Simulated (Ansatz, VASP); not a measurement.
# Ni5Pt in VASP and in Ansatz

```
Ni Pt
1.0
     2.59761    0.00000    0.00000
     0.00000    3.54610    0.00000
     0.00000    0.00000    7.69414
Ni Pt
5 1
Direct
  0.00000 0.00000 0.34145
  0.50000 0.50000 0.50000
  0.00000 0.00000 0.65855
  0.50000 0.50000 0.81895
  0.50000 0.50000 0.18105
  0.00000 0.00000 0.00000
```

Alike in both runs: functional PBE; k mesh 6 × 6 × 2; occupations gaussian, width 0.1 eV; collinear spin.

Ansatz relaxed the structure, and its values are those at the end. VASP's run is a single point on that final structure, the one shown.

|  | VASP | Ansatz |
| --- | --- | --- |
| version | VASP 6.6.1 | Ansatz 0.2.0 |
| potentials or method | VASP PAW PBE potentials, release 64 (Ni, Pt), cutoff 520 eV | scalar-relativistic, plane waves, PAW |
| valence electrons in the cell | 60 | 108 |

|  | VASP | Ansatz | Ansatz less VASP |
| --- | --- | --- | --- |
| gap on the k mesh at the Fermi level (eV) | none | none | - |
| pressure (GPa) | -0.3 | -0.1 | +0.22 |
| rms of the force components (eV/Å) | 0.007 | 0.000 | -0.0064 |
| net moment per atom (μB) | 0.62 | 0.63 | +0.014 |
| size of the moment on the site where the two differ most (μB) | 0.70 | 0.74 | +0.045 |

Site moments also hang on the region over which each program counts them. A gap of «none» marks a metal or a gap that the smearing closes. VASP's potentials hold 60 valence electrons a cell and Ansatz's 108, so a difference there can come from the potentials and not from the codes.

The k mesh is coarse, so the values compare programs but aren't converged. Neither program's run includes spin-orbit coupling.
